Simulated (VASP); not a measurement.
SrAlO4:

```
Sr Al O
1.0
    -4.68206    0.00397   -0.02812
     0.17496   -0.03644   -6.00368
     0.00527   -6.13521   -0.03722
Sr Al O
2 2 8
Direct
  0.49526 0.25635 0.71832
  0.49065 0.74092 0.27457
  0.00341 0.74092 0.76665
  0.00977 0.24333 0.23622
  0.27358 0.86003 0.61593
  0.71649 0.65035 0.62382
  0.71918 0.13416 0.37677
  0.31161 0.37176 0.37668
  0.12367 0.53821 0.95563
  0.86520 0.96643 0.95208
  0.85271 0.46356 0.05124
  0.13847 0.03397 0.05211
```

```yaml
Program: VASP 6.6.1
Task: relaxation of cell and atoms
Functional: PBE
Potentials_or_basis: VASP PAW PBE potentials, release 64 (Sr_sv, Al, O)
Cutoff: 600 eV
k_mesh: 4 × 2 × 2
Occupations: gaussian, width 0.1 eV
Spin: collinear spin
Starting_moments: "[0.0, 0.0, 0.0, 0.0, 0.42, 0.42, 0.42, 0.42, 0.0, 0.0, 0.0, 0.0] μB"
```

At the start: pressure 1.5 GPa; volume 14.37 Å³/atom.

How do energy, volume and symmetry change on relaxing?

Over 23 steps the energy falls by 53.4 meV/atom and the volume is 14.26 Å³/atom (-0.8 %); space group P1 (No. 1, to 0.1 Å) before, P-1 (No. 2, to 0.1 Å); moment 0.00 μB per cell.

The path:
| step | energy change (eV) | largest force (eV/Å) | pressure (GPa) | volume (Å³) |
| --- | --- | --- | --- | --- |
| 1 | 0.0000 | 1.7067 | 1.46 | 172.48 |
| 2 | -0.3779 | 1.6859 | -2.23 | 175.75 |
| 3 | -0.4906 | 1.0106 | -1.67 | 174.93 |
| 4 | -0.5101 | 0.7097 | -1.20 | 174.43 |
| 5 | -0.5741 | 0.5457 | 0.53 | 172.40 |
| 6 | -0.5752 | 0.4387 | 0.31 | 172.63 |
| 7 | -0.6089 | 0.3834 | 0.09 | 172.66 |
| 8 | -0.6117 | 0.4770 | 0.03 | 172.67 |
| 9 | -0.6287 | 0.2884 | -0.54 | 172.75 |
| 10 | -0.6289 | 0.2522 | -0.49 | 172.74 |
| 11 | -0.6345 | 0.1624 | 0.05 | 171.80 |
| 12 | -0.6345 | 0.1574 | 0.03 | 171.82 |
| 13 | -0.6374 | 0.1086 | 0.09 | 171.49 |
| 14 | -0.6374 | 0.1406 | 0.10 | 171.43 |
| 15 | -0.6393 | 0.0754 | -0.02 | 171.43 |
| 16 | -0.6395 | 0.0851 | -0.06 | 171.43 |
| 17 | -0.6402 | 0.0570 | -0.01 | 171.29 |
| 18 | -0.6402 | 0.0510 | -0.02 | 171.30 |
| 19 | -0.6406 | 0.0392 | 0.00 | 171.21 |
| 20 | -0.6406 | 0.0410 | 0.00 | 171.21 |
| 21 | -0.6408 | 0.0267 | 0.00 | 171.15 |
| 22 | -0.6408 | 0.0365 | -0.01 | 171.13 |
| 23 | -0.6410 | 0.0244 | 0.00 | 171.07 |

Final structure:
```cif
data_structure
_symmetry_space_group_name_H-M 'P 1'
_symmetry_Int_Tables_number 1
_cell_length_a 4.6016
_cell_length_b 6.0185
_cell_length_c 6.1795
_cell_angle_alpha 89.802
_cell_angle_beta 90.027
_cell_angle_gamma 91.635
_cell_volume 171.07
loop_
_atom_site_label
_atom_site_type_symbol
_atom_site_fract_x
_atom_site_fract_y
_atom_site_fract_z
_atom_site_occupancy
Sr1 Sr 0.49836 0.25022 0.72953 1
Sr2 Sr 0.50105 0.75013 0.27051 1
Al1 Al 0.99634 0.75131 0.76311 1
Al2 Al 0.00381 0.24897 0.23680 1
O1 O 0.28508 0.86784 0.61474 1
O2 O 0.70221 0.63512 0.62112 1
O3 O 0.71698 0.13126 0.38663 1
O4 O 0.29830 0.36496 0.37844 1
O5 O 0.13582 0.53619 0.94016 1
O6 O 0.86068 0.96396 0.94289 1
O7 O 0.86176 0.46308 0.05979 1
O8 O 0.13961 0.03696 0.05628 1
```

Caveat: the k points lie up to 0.52 Å⁻¹ apart in the final cell.
